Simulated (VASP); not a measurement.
# Ti4O in VASP: a series of runs, part 3 of 3

VASP 6.6.1. The steps go on from the part before.

**6. Single point, PBE**

INCAR

```
PREC     = Accurate       # precision mode
ENCUT    = 520            # plane-wave cutoff, eV
EDIFF    = 1E-7           # SCF threshold, eV
ISMEAR   = 0              # smearing method
SIGMA    = 0.1            # smearing width, eV
LREAL    = F              # projectors in reciprocal space
LASPH    = T              # aspherical terms in the spheres
NELM     = 80             # most SCF steps
ALGO     = Normal         # electronic algorithm
ISIF     = 2              # what is computed and relaxed
LWAVE    = F              # write WAVECAR
LCHARG   = T              # write CHGCAR
LDIPOL   = T            
IDIPOL   = 3            
DIPOL    = 0.5 0.5 0.337
GGA      = PE             # functional
LELF     = T              # ELF
LVHAR    = T            
LVACPOTAV= T            
NBANDS   = 35             # bands
```

KPOINTS

```
Automatic mesh
0
Gamma
  9 7 1
```

POSCAR

```
Ti4O
1.0
    2.9075446938      0.0000000000      0.0000000000
    0.0000000000      4.1118891392      0.0000000000
    0.0000000000      0.0000000000     19.6535692687
Ti O
4 1
Direct
    0.5000000000      0.5000000000      0.2035253722
    0.0000000000      0.0000000000      0.2774952616
    0.5000000000      0.5000000000      0.3439484703
    0.0000000000      0.0000000000      0.4148645550
    0.3333333333      0.3000000000      0.4474811764
```

Potentials or basis: VASP PAW PBE potentials, release 64 (Ti_sv, O).

Started as:

```sh
$ cat potpaw_PBE.64/Ti_sv/POTCAR potpaw_PBE.64/O/POTCAR > POTCAR
$ mpirun -np 1 vasp_std > vasp.out
```

OUTCAR:

```text
PREC = Accurate
   ENCUT = 520
   EDIFF = 1E-7
   ISMEAR = 0
   LREAL = F
   LASPH = T
   NELM = 80
   ISIF = 2
   GGA = PE

 ion  position               nearest neighbor table
   1  0.500  0.500  0.204-   3 2.76   2 2.91   2 2.91   2 2.91   2 2.91
   2  0.000  0.000  0.277-   4 2.70   3 2.84   3 2.84   3 2.84   3 2.84   1 2.91   1 2.91   1 2.91
                             1 2.91
   3  0.500  0.500  0.344-   5 2.25   1 2.76   2 2.84   2 2.84   2 2.84   2 2.84   4 2.88   4 2.88
                             4 2.88   4 2.88
   4  0.000  0.000  0.415-   5 1.69   5 2.39   2 2.70   3 2.88   3 2.88   3 2.88   3 2.88
   5  0.333  0.300  0.447-   4 1.69   3 2.25   4 2.39

  LATTYP: Found a simple orthorhombic cell.
 ALAT       =     2.9075446938
 B/A-ratio  =     1.4142135624
 C/A-ratio  =     6.7595071920

  Lattice vectors:

 A1 = (   2.9075446938,   0.0000000000,   0.0000000000)
 A2 = (   0.0000000000,   4.1118891392,   0.0000000000)
 A3 = (   0.0000000000,   0.0000000000,  19.6535692687)

Analysis of symmetry for initial positions (statically):
=====================================================================
 Subroutine PRICEL returns:
 Original cell was already a primitive cell.

[... 185 lines left out ...]
 Fermi energy:         0.1905780873

 k-point     1 :       0.0000    0.0000    0.0000
  band No.  band energies     occupation
      1     -56.9958      2.00000
      2     -56.8064      2.00000
      3     -56.4650      2.00000
      4     -56.3536      2.00000
      5     -33.6214      2.00000
      6     -33.2836      2.00000
[... 901 lines left out ...]
     34       1.7304      0.00000
     35       1.9461      0.00000

 [... further k-points ...]

------------------------ aborting loop because EDIFF is reached ----------------------------------------

  FORCE on cell =-STRESS in cart. coord.  units (eV):
  Direction    XX          YY          ZZ          XY          YZ          ZX
  --------------------------------------------------------------------------------------
  -------------------------------------------------------------------------------------
  Total        3.2362710     -0.5895952      0.2877082      2.8307128      1.7863258      2.2853132
  in kB       22.0671493     -4.0202707      1.9617948     19.3017710     12.1804134     15.5828567
  external PRESSURE =       6.6695578 kB  Pullay stress =       0.0000000 kB

 VOLUME and BASIS-vectors are now :
 -----------------------------------------------------------------------------
  energy-cutoff  :      520.00
  volume of cell :      234.97
      direct lattice vectors                 reciprocal lattice vectors
     2.907544694  0.000000000  0.000000000     0.343932804  0.000000000  0.000000000
     0.000000000  4.111889139  0.000000000     0.000000000  0.243197218  0.000000000
     0.000000000  0.000000000 19.653569269     0.000000000  0.000000000  0.050881343

 POSITION                                       TOTAL-FORCE (eV/Angst)
 -----------------------------------------------------------------------------------
      1.45377      2.05594      4.00000        -0.100238      0.012659      0.209236
      0.00000      0.00000      5.45377         0.169438     -0.121530     -0.405591
      1.45377      2.05594      6.75982        -0.402324     -0.389668     -0.043963
      0.00000      0.00000      8.15357        -2.421543     -1.010086      0.168826
      0.96918      1.23357      8.79460         2.754667      1.508625      0.071492
 -----------------------------------------------------------------------------------
    total drift:                               -0.000062     -0.000607      0.001157

  FREE ENERGIE OF THE ION-ELECTRON SYSTEM (eV)
  ---------------------------------------------------
  free  energy   TOTEN  =       -37.4190972022 eV

  energy  without entropy=      -37.3848950550  energy(sigma->0) =      -37.40199613

 vacuum level on the upper side and lower side of the slab         4.236         3.513
```

OSZICAR:

```text
N       E                     dE             d eps       ncg     rms          rms(c)
DAV:   1     0.658241920320E+03    0.65824E+03   -0.29055E+04  2680   0.150E+03
DAV:   2     0.603965481852E+02   -0.59785E+03   -0.58608E+03  2408   0.473E+02
DAV:   3    -0.314511605959E+02   -0.91848E+02   -0.90520E+02  3722   0.159E+02
[... 21 lines left out ...]
DAV:  25    -0.374190727155E+02   -0.27621E-04   -0.29617E-06  2472   0.128E-02    0.332E-03
DAV:  26    -0.374190928357E+02   -0.20120E-04   -0.33391E-06  2394   0.751E-03    0.903E-04
DAV:  27    -0.374190956793E+02   -0.28435E-05   -0.22552E-07  2088   0.271E-03    0.902E-04
DAV:  28    -0.374190971034E+02   -0.14241E-05   -0.15745E-07  1861   0.251E-03    0.499E-04
DAV:  29    -0.374190972579E+02   -0.15452E-06   -0.40692E-08  1591   0.120E-03    0.572E-04
DAV:  30    -0.374190972022E+02    0.55758E-07   -0.26413E-08  1503   0.116E-03
   1 F= -.37419097E+02 E0= -.37401996E+02  d E =-.342021E-01
```

stdout:

```text
POSCAR found type information on POSCAR TiO
 POSCAR found :  2 types and       5 ions
 scaLAPACK will be used
 LDA part: xc-table for (Slater+PW92), standard interpolation
 POSCAR, INCAR and KPOINTS ok, starting setup
 FFT: planning ... GRIDC
 FFT: planning ... GRID_SOFT
 FFT: planning ... GRID
 WAVECAR not read
 entering main loop
 -----------------------------------------------------------------------------
|                                                                             |
|           W    W    AA    RRRRR   N    N  II  N    N   GGGG   !!!           |
|           W    W   A  A   R    R  NN   N  II  NN   N  G    G  !!!           |
|           W    W  A    A  R    R  N N  N  II  N N  N  G       !!!           |
|           W WW W  AAAAAA  RRRRR   N  N N  II  N  N N  G  GGG   !            |
|           WW  WW  A    A  R   R   N   NN  II  N   NN  G    G                |
|           W    W  A    A  R    R  N    N  II  N    N   GGGG   !!!           |
|                                                                             |
|     Did not find any points to average over, which means that no vacuum     |
|     field-free region was found. Please increase the size of  your cell     |
|     in the dimension of the dipole correction to obtain accurate            |
|     workfunction values.                                                    |
|                                                                             |
 -----------------------------------------------------------------------------
```

Run time: 17 min. Hardware: 1 thread of Intel Xeon 8259CL, shared host; peak memory 0.46 GiB.

What came out:

```
Free energy            : -37.4191 eV
Largest force          : 3.142 eV/Å
Band gap on the k mesh : zero (bands 27 and 28 overlap by 0.33 eV)
```

Forces on the atoms (eV/Å):
```
Ti  -0.100  0.013  0.209
Ti   0.169 -0.122 -0.406
Ti  -0.402 -0.390 -0.044
Ti  -2.422 -1.010  0.169
O    2.755  1.509  0.071
```

**7. Single point, PBE**

INCAR

```
SYSTEM = Ti4O
PREC = Accurate
ENCUT = 1000
EDIFF = 1E-6
ISMEAR = 0
SIGMA = 0.1
LREAL = .FALSE.
LASPH = .TRUE.
NELM = 120
ALGO = Normal
ISIF = 2
LWAVE = .FALSE.
LCHARG = .FALSE.
LDIPOL = .TRUE.
IDIPOL = 3
DIPOL = 0.5 0.5 0.346
GGA = PE
NBANDS = 35
GGA_COMPAT = .FALSE.
NELMDL = -8
```

KPOINTS

```
regular mesh
0
G
  9 7 1
  0 0 0
```

POSCAR, as its differences from that of step 6:

```diff
@@ -12,2 +12,2 @@
     0.0000000000      0.0000000000      0.4148645550
-    0.3333333333      0.3000000000      0.4474811764
+    0.1666666667      0.1000000000      0.4911624056
```

Potentials or basis: VASP PAW PBE potentials, release 64 (Ti_sv, O_h).

Started as:

```sh
$ cat potpaw_PBE.64/Ti_sv/POTCAR potpaw_PBE.64/O_h/POTCAR > POTCAR
$ mpirun -np 1 vasp_std > vasp.out
```

Run time: 17 min. Hardware: 1 thread of AMD EPYC 9R45 (Zen 5), shared host; peak memory 0.9 GiB.

The run converged. Its results:

- Free energy: -36.1191 eV
- Largest force: 1.517 eV/Å
- Band gap on the k mesh: zero (bands 27 and 28 overlap by 0.54 eV)

Forces on the atoms (eV/Å):
```
Ti  -0.005  0.003  0.473
Ti   0.044 -0.018 -0.479
Ti  -0.030 -0.157 -1.172
Ti  -1.137  0.064  1.003
O    1.128  0.109  0.174
```

Levels at points of the mesh, in eV from the Fermi level:
| k point | band 25 | band 26 | band 27 | band 28 | band 29 | band 30 |
| --- | --- | --- | --- | --- | --- | --- |
| (0.00, 0.00, 0.00) | -0.56 | -0.33 | -0.20 | 0.25 | 0.32 | 0.75 |

**8. The runs side by side**

```csv
potentials or basis,cell,cutoff (eV),gap on the mesh (eV),largest force (eV/Å)
"VASP PAW PBE potentials, release 64 (Ti_sv, O)","as given, atomic positions A",520,none,0.78
"VASP PAW PBE potentials, release 64 (Ti_sv, O)","as given, atomic positions B",520,none,1.36
"VASP PAW PBE potentials, release 64 (Ti_sv, O)","as given, atomic positions C",520,none,3.01
"VASP PAW PBE potentials, release 64 (Ti_sv, O)","as given, atomic positions D",520,none,2.49
"VASP PAW PBE potentials, release 64 (Ti_sv, O)","as given, atomic positions E",520,none,3.14
"VASP PAW PBE potentials, release 64 (Ti_sv, O_h)","as given, atomic positions F",1000,none,1.52
```

Alike in all rows: task single point; level PBE; no spin polarisation; k mesh 9 × 7 × 1; smearing gaussian 0.1 eV.

Total energies depend on the potentials used, so only differences within one code and one set of settings carry meaning.
